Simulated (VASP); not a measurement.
# LiGeN (Pnma) in VASP: single point with r2SCAN

Aim: the single point of LiGeN with r2SCAN.

All numbers are computed with VASP 6.6.1; they aren't measurements. Logs are shortened: lines on timing, memory, paths and dates and some standing lists are left out, and cuts for length are marked.

## Step 1: The cell of the first run

It takes space group Pnma (No. 62, orthorhombic). The conventional cell has a = 5.534 Å, b = 4.132 Å, c = 6.924 Å, α = 90.00°, β = 90.00°, γ = 90.00°. Li (site symmetry m) has 3 N at 2.02 to 2.13 Å and 2 Li at 2.54 Å within 2.7 Å. Ge (site symmetry m) has 2 N at 1.88 Å and 2 Ge at 2.59 Å within 2.6 Å. Within 2.5 Å of N (site symmetry m) lie 2 Ge at 1.88 Å and 3 Li at 2.02 to 2.13 Å.

## Step 2: Single point, r2SCAN

POSCAR

```
LiGeN
1.0
    5.5336320000      0.0000000000      0.0000000000
    0.0000000000      4.1322630000      0.0000000000
    0.0000000000      0.0000000000      6.9237630000
Li Ge N
4 4 4
Direct
    0.5773130000      0.2500000000      0.9122870000
    0.0773130000      0.2500000000      0.5877130000
    0.4226870000      0.7500000000      0.0877130000
    0.9226870000      0.7500000000      0.4122870000
    0.5424650000      0.2500000000      0.3921400000
    0.0424650000      0.2500000000      0.1078600000
    0.4575350000      0.7500000000      0.6078600000
    0.9575350000      0.7500000000      0.8921400000
    0.8769040000      0.2500000000      0.3447160000
    0.3769040000      0.2500000000      0.1552840000
    0.1230960000      0.7500000000      0.6552840000
    0.6230960000      0.7500000000      0.8447160000
```

INCAR.step1

```
SYSTEM = LiGeN
PREC = Accurate
ENCUT = 520
ISMEAR = 0
SIGMA = 0.1
LREAL = .FALSE.
LASPH = .TRUE.
NELM = 60
NBANDS = 56
GGA = PE
ALGO = Normal
EDIFF = 1E-4
LWAVE = .TRUE.
LCHARG = .FALSE.
```

INCAR.step2

```
SYSTEM = LiGeN
PREC = Accurate
ENCUT = 520
EDIFF = 1E-7
ISMEAR = 0
SIGMA = 0.1
LREAL = .FALSE.
LASPH = .TRUE.
NELM = 60
ALGO = Normal
ISIF = 2
LWAVE = .FALSE.
LCHARG = .TRUE.
METAGGA = R2SCAN
LMIXTAU = .TRUE.
LELF = .TRUE.
LVHAR = .TRUE.
NBANDS = 56
ISTART = 1
```

KPOINTS

```
Automatic mesh
0
G
  4 4 4
  0 0 0
```

Potentials or basis: VASP PAW PBE potentials, release 64 (Li_sv, Ge_d, N).

On the command line:

```bash
$ cat potpaw_PBE.64/Li_sv/POTCAR potpaw_PBE.64/Ge_d/POTCAR potpaw_PBE.64/N/POTCAR > POTCAR
$ cp INCAR.step1 INCAR
$ mpirun -np 1 vasp_std > vasp.out
$ cp INCAR.step2 INCAR
$ mpirun -np 1 vasp_std > vasp.out
```

OUTCAR:

```text
SYSTEM = LiGeN
   PREC = Accurate
   ENCUT = 520
   EDIFF = 1E-7
   ISMEAR = 0
   LREAL = .FALSE.
   LASPH = .TRUE.
   NELM = 60
   ISIF = 2
   METAGGA = R2SCAN
   ISTART = 1

 ion  position               nearest neighbor table
   1  0.577  0.250  0.912-  10 2.02  12 2.13  12 2.13   3 2.54   3 2.54
   2  0.077  0.250  0.588-   9 2.02  11 2.13  11 2.13   4 2.54   4 2.54
   3  0.423  0.750  0.088-  12 2.02  10 2.13  10 2.13   1 2.54   1 2.54
   4  0.923  0.750  0.412-  11 2.02   9 2.13   9 2.13   2 2.54   2 2.54
   5  0.542  0.250  0.392-  10 1.88   9 1.88   7 2.59   7 2.59
   6  0.042  0.250  0.108-   9 1.88  10 1.88   8 2.59   8 2.59
   7  0.458  0.750  0.608-  12 1.88  11 1.88   5 2.59   5 2.59
   8  0.958  0.750  0.892-  11 1.88  12 1.88   6 2.59   6 2.59
   9  0.877  0.250  0.345-   6 1.88   5 1.88   2 2.02   4 2.13   4 2.13
  10  0.377  0.250  0.155-   5 1.88   6 1.88   1 2.02   3 2.13   3 2.13
  11  0.123  0.750  0.655-   8 1.88   7 1.88   4 2.02   2 2.13   2 2.13
  12  0.623  0.750  0.845-   7 1.88   8 1.88   3 2.02   1 2.13   1 2.13

  LATTYP: Found a simple orthorhombic cell.
 ALAT       =     4.1322630000
 B/A-ratio  =     1.3391287050
 C/A-ratio  =     1.6755378348

  Lattice vectors:

 A1 = (   0.0000000000,  -4.1322630000,   0.0000000000)
 A2 = (   5.5336320000,   0.0000000000,   0.0000000000)
 A3 = (   0.0000000000,   0.0000000000,   6.9237630000)

Analysis of symmetry for initial positions (statically):
=====================================================================
 Subroutine PRICEL returns:
 Original cell was already a primitive cell.

 Routine SETGRP: Setting up the symmetry group for a
 simple orthorhombic supercell.

 Subroutine GETGRP returns: Found  8 space group operations
 (whereof  2 operations were pure point group operations)
 out of a pool of  8 trial point group operations.

The static configuration has the point symmetry S_2 .
 The point group associated with its full space group is D_2h.

Analysis of symmetry for dynamics (positions and initial velocities):
=====================================================================
 Subroutine PRICEL returns:
 Original cell was already a primitive cell.

 Routine SETGRP: Setting up the symmetry group for a
 simple orthorhombic supercell.

 Subroutine GETGRP returns: Found  8 space group operations
 (whereof  2 operations were pure point group operations)
 out of a pool of  8 trial point group operations.

The dynamic configuration has the point symmetry S_2 .
 The point group associated with its full space group is D_2h.

 Subroutine INISYM returns: Found  8 space group operations
 (whereof  2 operations are pure point group operations),
 and found     1 'primitive' translations

----------------------------------------------------------------------------------------

                                     Primitive cell

  volume of cell :     158.3217

  direct lattice vectors                    reciprocal lattice vectors
     5.533632000  0.000000000  0.000000000     0.180713137  0.000000000  0.000000000
     0.000000000  4.132263000  0.000000000     0.000000000  0.241998150  0.000000000
     0.000000000  0.000000000  6.923763000     0.000000000  0.000000000  0.144430131

  length of vectors
     5.533632000  4.132263000  6.923763000     0.180713137  0.241998150  0.144430131

  position of ions in fractional coordinates (direct lattice)
     0.577313000  0.250000000  0.912287000
     0.077313000  0.250000000  0.587713000
     0.422687000  0.750000000  0.087713000
     0.922687000  0.750000000  0.412287000
     0.542465000  0.250000000  0.392140000
     0.042465000  0.250000000  0.107860000
     0.457535000  0.750000000  0.607860000
     0.957535000  0.750000000  0.892140000
     0.876904000  0.250000000  0.344716000
     0.376904000  0.250000000  0.155284000
     0.123096000  0.750000000  0.655284000
     0.623096000  0.750000000  0.844716000

  ion indices of the primitive-cell ions
   primitive index   ion index
                 1           1
                 2           2
                 3           3
                 4           4
                 5           5
                 6           6
                 7           7
                 8           8
                 9           9
                10          10
                11          11
                12          12

----------------------------------------------------------------------------------------

 KPOINTS: Automatic mesh

Automatic generation of k-mesh.
 Grid dimensions read from file:
 generate k-points for:    4    4    4

 Generating k-lattice:

  Cartesian coordinates                     Fractional coordinates (reciprocal lattice)
     0.045178284  0.000000000  0.000000000     0.250000000  0.000000000  0.000000000
     0.000000000  0.060499537  0.000000000     0.000000000  0.250000000  0.000000000
     0.000000000  0.000000000  0.036107533     0.000000000  0.000000000  0.250000000

  Length of vectors
     0.045178284  0.060499537  0.036107533

  Shift w.r.t. Gamma in fractional coordinates (k-lattice)
     0.000000000  0.000000000  0.000000000

 Subroutine IBZKPT returns following result:
 ===========================================

 Found     27 irreducible k-points:

 Following reciprocal coordinates:
            Coordinates               Weight
  0.000000  0.000000  0.000000      1.000000
  0.250000  0.000000  0.000000      2.000000
  0.500000  0.000000  0.000000      1.000000
  0.000000  0.250000  0.000000      2.000000
  0.250000  0.250000  0.000000      4.000000
  0.500000  0.250000  0.000000      2.000000
[... 16 lines left out ...]
  0.250000  0.250000  0.500000      4.000000
  0.500000  0.250000  0.500000      2.000000
 [... further k-points ...]
   k-points           NKPTS =     27   k-points in BZ     NKDIM =     27   number of bands    NBANDS=     56
   number of dos      NEDOS =    301   number of ions     NIONS =     12
   total plane-waves  NPLWV =  72576
   dimension x,y,z NGX =    42 NGY =   32 NGZ =   54
   dimension x,y,z NGXF=    84 NGYF=   64 NGZF=  108
   ions per type =               4   4   4
   NGX,Y,Z   is equivalent  to a cutoff of  12.62, 12.87, 12.97 a.u.
   NGXF,Y,Z  is equivalent  to a cutoff of  25.24, 25.75, 25.93 a.u.
 SYSTEM =  LiGeN
   PREC   = accura    normal or accurate (medium, high low for compatibility)
   ISTART =      1    job   : 0-new  1-cont  2-samecut
   ICHARG =      0    charge: 1-file 2-atom 10-const
   ISPIN  =      1    spin polarized calculation?
   LNONCOLLINEAR =      F non collinear calculations
   LSORBIT =      F    spin-orbit coupling
   LASPH  =      T    aspherical Exc in radial PAW
   ENCUT  =  520.0 eV  38.22 Ry    6.18 a.u.  10.29  7.68 12.87*2*pi/ulx,y,z
   NELM   =     60;   NELMIN=  2; NELMDL=  0     # of ELM steps
   EDIFF  = 0.1E-06   stopping-criterion for ELM
   LREAL  =      F    real-space projection
   EDIFFG = 0.1E-05   stopping-criterion for IOM
   NSW    =      0    number of steps for IOM
   IBRION =     -1    ionic relax: 0-MD 1-quasi-New 2-CG
   NFREE  =      0    steps in history (QN), initial steepest desc. (CG)
   ISIF   =      2    stress and relaxation
   ISYM   =      2    0-nonsym 1-usesym 2-fastsym
   POTIM  = 0.5000    time-step for ionic-motion
   TEBEG  =    0.0;   TEEND  =   0.0 temperature during run
   PSTRESS=    0.0 pullay stress
   NELECT =      88.0000    total number of electrons
   NUPDOWN=      -1.0000    fix difference up-down
   EMIN   =  10.00;   EMAX   =-10.00  energy-range for DOS
   EFERMI =   0.00;   METHOD = LEGACY
   ISMEAR =     0;   SIGMA  =   0.10  broadening in eV -4-tet -1-fermi 0-gaus
   EFERMI_NEDOS =   21; number of points for ismear=-14 and -15
   IALGO  =     38    algorithm
   IMIX   =      4    mixing-type and parameters
     AMIX     =   0.40;   BMIX     =  1.00
     AMIX_MAG =   1.60;   BMIX_MAG =  1.00
  volume/ion in A,a.u.               =      13.19        89.03
  Fermi-wavevector in a.u.,A,eV,Ry     =   1.346033  2.543633 24.651087  1.811804
  Thomas-Fermi vector in A             =   2.473897
   LORBIT       =      0    0 simple, 1 ext, 2 COOP (PROOUT), +10 PAW based schemes
   METAGGA = R2SCAN    functional components
   LHFCALC =     F    Hartree Fock is set to
   AEXX    =    0.0000 exact exchange contribution
   IVDW    =     0    specifies the selected vdW correction
   LEPSILON=     F    determine dielectric tensor
   LRPA    =     F    only Hartree local field effects (RPA)
 non-spin polarized calculation
 Gauss-broadening in eV      SIGMA  =   0.10
  energy-cutoff  :      520.00
  volume of cell :      158.32
 maximum number of plane-waves:      4294
 NGX is ok and might be reduce to    42
   NGX = 21   NGY = 15   NGZ = 25

 number of electron      88.0000026 magnetization

 Free energy of the ion-electron system (eV)
  ---------------------------------------------------
  ext. energy  EPLUGINS =         0.00000000
  ---------------------------------------------------
  free energy    TOTEN  =      -106.12210148 eV

  energy without entropy =     -106.11113446  energy(sigma->0) =     -106.11661797

 E-fermi :   5.3844     XC(G=0): -10.6750

 val. band max:        5.3412728785   @ k =   0.2500   0.0000   0.0000
 cond. band min:       5.3886122640   @ k =   0.0000   0.0000   0.2500
 fundamental gap:      0.0473393855
 Fermi energy:         5.3844318947

 k-point     1 :       0.0000    0.0000    0.0000
  band No.  band energies     occupation
      1     -42.5213      2.00000
      2     -42.5202      2.00000
      3     -42.4774      2.00000
      4     -42.4766      2.00000
      5     -20.9502      2.00000
      6     -20.9377      2.00000
[... 1405 lines left out ...]
     55      11.3570      0.00000
     56      11.3570      0.00000

 [... further k-points ...]

------------------------ aborting loop because EDIFF is reached ----------------------------------------

  FORCE on cell =-STRESS in cart. coord.  units (eV):
  Direction    XX          YY          ZZ          XY          YZ          ZX
  --------------------------------------------------------------------------------------
  -------------------------------------------------------------------------------------
  Total       -3.4634676     -2.4341941     -3.4978425      0.0000000      0.0000000      0.0000000
  in kB      -35.0494568    -24.6334567    -35.3973222      0.0000000      0.0000000      0.0000000
  external PRESSURE =     -31.6934119 kB  Pullay stress =       0.0000000 kB

 VOLUME and BASIS-vectors are now :
 -----------------------------------------------------------------------------
  energy-cutoff  :      520.00
  volume of cell :      158.32
      direct lattice vectors                 reciprocal lattice vectors
     5.533632000  0.000000000  0.000000000     0.180713137  0.000000000  0.000000000
     0.000000000  4.132263000  0.000000000     0.000000000  0.241998150  0.000000000
     0.000000000  0.000000000  6.923763000     0.000000000  0.000000000  0.144430131

 POSITION                                       TOTAL-FORCE (eV/Angst)
 -----------------------------------------------------------------------------------
      3.19464      1.03307      6.31646         0.027861     -0.000000      0.046985
      0.42782      1.03307      4.06919         0.027861     -0.000000     -0.046985
      2.33899      3.09920      0.60730        -0.027861     -0.000000     -0.046985
      5.10581      3.09920      2.85458        -0.027861      0.000000      0.046985
      3.00180      1.03307      2.71508         0.054022     -0.000000     -0.053823
      0.23499      1.03307      0.74680         0.054022      0.000000      0.053823
      2.53183      3.09920      4.20868        -0.054022      0.000000      0.053823
      5.29865      3.09920      6.17697        -0.054022     -0.000000     -0.053823
      4.85246      1.03307      2.38673        -0.023826     -0.000000     -0.087462
      2.08565      1.03307      1.07515        -0.023826     -0.000000      0.087462
      0.68117      3.09920      4.53703         0.023826      0.000000      0.087462
      3.44798      3.09920      5.84861         0.023826      0.000000     -0.087462
 -----------------------------------------------------------------------------------
    total drift:                               -0.000000      0.000000      0.000000

  FREE ENERGIE OF THE ION-ELECTRON SYSTEM (eV)
  ---------------------------------------------------
  free  energy   TOTEN  =      -106.1221014841 eV

  energy  without entropy=     -106.1111344576  energy(sigma->0) =     -106.11661797
```

Run time: 20 min. Hardware: 1 thread of Intel Xeon Platinum 8259CL at 2.50GHz (Skylake/Cascade Lake), shared host; peak memory 0.4 GiB.

Results:

```
Free energy            : -106.1221 eV
Largest force          : 0.091 eV/Å
Band gap on the k mesh : 0.04 eV (least direct gap 0.07 eV)
```

Forces on the atoms (eV/Å):
```
Li   0.028  0.000  0.047
Li   0.028  0.000 -0.047
Li  -0.028  0.000 -0.047
Li  -0.028  0.000  0.047
Ge   0.054  0.000 -0.054
Ge   0.054  0.000  0.054
Ge  -0.054  0.000  0.054
Ge  -0.054  0.000 -0.054
N   -0.024  0.000 -0.087
N   -0.024  0.000  0.087
N    0.024  0.000  0.087
N    0.024  0.000 -0.087
```

Caveat: the cutoff is under 1.25 times the usual one of these potentials, so pressure, stress and relaxed cells hold a basis-set (Pulay) error; the smearing spreads over this small gap; semilocal functionals underestimate gaps, and a narrow one can read as zero; the PAW data sets were made with another functional, which shifts forces and pressure a little.
